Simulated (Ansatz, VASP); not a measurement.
## HPbNO4 in VASP and in Ansatz

INCAR

```
SYSTEM = HPbNO4
  PREC = Accurate
  ENCUT = 520
  EDIFF = 1E-7
  ISMEAR = -1
  SIGMA = 0.05
  LREAL = .False.
  LASPH = .True.
  NELM = 80
  ALGO = Normal
  ISIF = 2
  LWAVE = .False.
  LCHARG = .False.
  GGA = RE
  NBANDS = 31
```

Contents of KPOINTS:

```
regular mesh
0
Gamma
  5 5 4
  0 0 0
```

The input POSCAR:

```
HPbNO4
1.0
    4.1992300000      0.1111700000      0.1681700000
    1.9160000000      3.8913200000      0.1256800000
    1.7608500000      1.2525900000      6.3726600000
H Pb N O
1 1 1 4
Direct
    0.8914500000      0.6820200000      0.6279600000
    0.1442600000      0.9287200000      0.8835200000
    0.2567000000      0.2886100000      0.3017100000
    0.8310800000      0.6505600000      0.7840500000
    0.3869400000      0.2238000000      0.1129500000
    0.3110400000      0.0357600000      0.4585600000
    0.0772600000      0.6063300000      0.3227500000
```

Contents of input.yaml:

```yaml
crystal:
  lattice:
    - [4.19923, 0.11117, 0.16817]
    - [1.916, 3.89132, 0.12568]
    - [1.76085, 1.25259, 6.37266]
  atoms:
    - { symbol: H, position: [0.89145, 0.68202, 0.62796] }
    - { symbol: Pb, position: [0.14426, 0.92872, 0.88352] }
    - { symbol: "N", position: [0.2567, 0.28861, 0.30171] }
    - { symbol: O, position: [0.83108, 0.65056, 0.78405] }
    - { symbol: O, position: [0.38694, 0.2238, 0.11295] }
    - { symbol: O, position: [0.31104, 0.03576, 0.45856] }
    - { symbol: O, position: [0.07726, 0.60633, 0.32275] }
kpoints:
  mp_grid: { grid: [5, 5, 4] }
  band_path:
    path: [[0.0, 0.0, 0.5], [0.0, 0.0, 0.0], [0.5, 0.0, 0.0]]
    npoints: 12
scf:
  occupations: { method: fermi_dirac, width: 0.05 }
hamiltonian:
  xc: revpbe
  pseudopotentials: { kind: all_electron, lapw: { basis_error: 0.002 } }
output:
  forces: true
  stress: true
  eigenvalues: true
```

Alike in both runs: functional revPBE; k mesh 5 × 5 × 4; occupations fermi-dirac, width 0.05 eV; no spin polarisation.

|  | VASP | Ansatz |
| --- | --- | --- |
| version | VASP 6.6.1 | Ansatz 0.2.0 |
| potentials or method | VASP PAW PBE potentials, release 64 (H, Pb_d, N, O), cutoff 520 eV | all-electron LAPW, scalar-relativistic |
| task | single point | band structure |

|  | VASP | Ansatz | Ansatz less VASP |
| --- | --- | --- | --- |
| gap on the k mesh at the Fermi level (eV) | 2.89 | 2.92 | +0.030 |
| least direct gap on the mesh (eV) | 2.89 | 2.92 | +0.031 |
| pressure (GPa) | 2.6 | 1.9 | -0.71 |
| traceless stress, the component that is largest in VASP (GPa) | -1.25 | -0.31 | +0.939 |
| rms of the force components (eV/Å) | 0.212 | 0.060 | -0.1527 |

VASP's potentials were made for PBE, not for revPBE. Atom by atom the forces differ by 0.176 eV/Å (rms over components). One of these differences is far larger than is usual between the two programs; its cause wasn't traced. Ansatz ran all-electron here, and VASP with PAW potentials.

Spin-orbit coupling is off throughout. Noted on VASP's run: the standard files for N, O and F lose accuracy on very short bonds.
